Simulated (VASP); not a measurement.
Write the native input for VASP 6.6.1 that does the following.

```yaml
Task: single point
Functional: PBEsol
Potentials_or_basis: VASP PAW PBE potentials, release 64 (Ta_pv, Ru_pv)
Cutoff: 500 eV
k_mesh: 6 × 6 × 6
Occupations: gaussian, width 0.1 eV
Spin: no spin polarisation
Dipole_correction: no
Further_INCAR_settings: ALGO = Normal; EDIFF = 1e-06; NBANDS = 20
```

The structure of TaRu lies in POSCAR:

```
TaRu
1.0
    3.1395377140      0.0000000000      0.0000000000
    0.0000000000      3.1395377140      0.0000000000
    0.0000000000      0.0000000000      3.1395377140
Ta Ru
1 1
Direct
    0.5000000000      0.5000000000      0.5000000000
    0.0000000000      0.0000000000      0.0000000000
```

These files were run (other wordings do the same):

INCAR

```
PREC = Accurate
ENCUT = 500
EDIFF = 1E-6
ISMEAR = 0
SIGMA = 0.1
LREAL = F
LASPH = T
NELM = 120
ALGO = Normal
ISIF = 2
LWAVE = F
LCHARG = F
GGA = PS
NBANDS = 20
GGA_COMPAT = F
```

KPOINTS

```
regular mesh
0
Gamma
  6 6 6
```

Potentials or basis: VASP PAW PBE potentials, release 64 (Ta_pv, Ru_pv).

The run is started by

```bash
$ cat potpaw_PBE.64/Ta_pv/POTCAR potpaw_PBE.64/Ru_pv/POTCAR > POTCAR
$ mpirun -np 1 vasp_std > vasp.out
```

It gave:

| Property | Result |
| --- | --- |
| Pressure | 0.3 GPa |

Caveat: the PAW data sets were made with another functional, which shifts forces and pressure a little.

It used 7 s of CPU time on 1 thread of Intel Xeon 6975P-C (shared host).
